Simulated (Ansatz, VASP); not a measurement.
Two plane-wave programs on CaSe

POSCAR

```
CaSe
1.0
    0.0000000000      3.0254228700      3.0254228700
    3.0254228700      0.0000000000      3.0254228700
    3.0254228700      3.0254228700      0.0000000000
Ca Se
1 1
Direct
    0.0000000000      0.0000000000      0.0000000000
    0.5000000000      0.5000000000      0.5000000000
```

The input INCAR.step1:

```
PREC = Accurate
ENCUT = 520
ISMEAR = -1
SIGMA = 0.02
LREAL = F
LASPH = T
NELM = 100
GGA = PE
ALGO = Normal
EDIFF = 1E-4
LWAVE = T
LCHARG = F
```

The input INCAR.step2:

```
PREC = Accurate
ENCUT = 520
EDIFF = 1E-6
ISMEAR = -1
SIGMA = 0.02
LREAL = F
LASPH = T
NELM = 100
ALGO = Normal
ISIF = 2
LWAVE = F
LCHARG = F
METAGGA = R2SCAN
LMIXTAU = T
IBRION = 2
NSW = 50
EDIFFG = -0.01
ISTART = 1
```

Contents of KPOINTS:

```
Automatic mesh
0
Gamma
  8 8 8
```

Input for Ansatz:

```yaml
crystal:
  lattice:
    - [0.0, 3.02542287, 3.02542287]
    - [3.02542287, 0.0, 3.02542287]
    - [3.02542287, 3.02542287, 0.0]
  atoms:
    - { symbol: Ca, position: [0.0, 0.0, 0.0] }
    - { symbol: Se, position: [0.5, 0.5, 0.5] }
  symmetry: { tolerance: 0.0003 }
hamiltonian:
  xc: r2scan
  pseudopotentials: { kind: paw, azcp: { folder: soft_1 } }
basis:
  ecutwfc: 500
magnetization:
  spin_polarized: false
scf:
  occupations: { method: fermi_dirac, width: 0.02 }
kpoints:
  mp_grid: { grid: [8, 8, 8], shift: [0, 0, 0] }
  band_path:
    path:
      - [0.0, 0.0, 0.0]
      - [0.5, 0.0, 0.5]
      - [0.625, 0.25, 0.625]
      - [0.375, 0.375, 0.75]
      - [0.0, 0.0, 0.0]
      - [0.5, 0.5, 0.5]
      - [0.5, 0.25, 0.75]
      - [0.5, 0.0, 0.5]
    npoints: 10
output:
  forces: true
  stress: true
  eigenvalues: true
  write_potential: true
  elf: true
  volumetric_format: npy
  dos: { e_range: [-12, 8], de: 0.05 }
relax:
  max_steps: 30
```

Alike in both runs: task relaxation of the atoms; functional r2SCAN; k mesh 8 × 8 × 8; occupations fermi-dirac, width 0.02 eV; no spin polarisation.

```csv
,VASP,Ansatz
version,VASP 6.6.1,Ansatz 0.2.0
potentials or method,"VASP PAW PBE potentials, release 64 (Ca_sv, Se), cutoff 520 eV",PAW plane waves
valence electrons in the cell,16,26
```

```tsv
	VASP	Ansatz	Ansatz less VASP
gap on the k mesh at the Fermi level, each at its own relaxed structure (eV)	2.64	2.64	-0.002
```

VASP's potentials were made for PBE, not for r2SCAN. VASP's potentials hold 16 valence electrons a cell and Ansatz's 26, so a difference there can come from the potentials and not from the codes. Ansatz's warnings: stress scf threshold loose.

Noted on VASP's run: the relaxation stopped at its first step, so nothing moved.
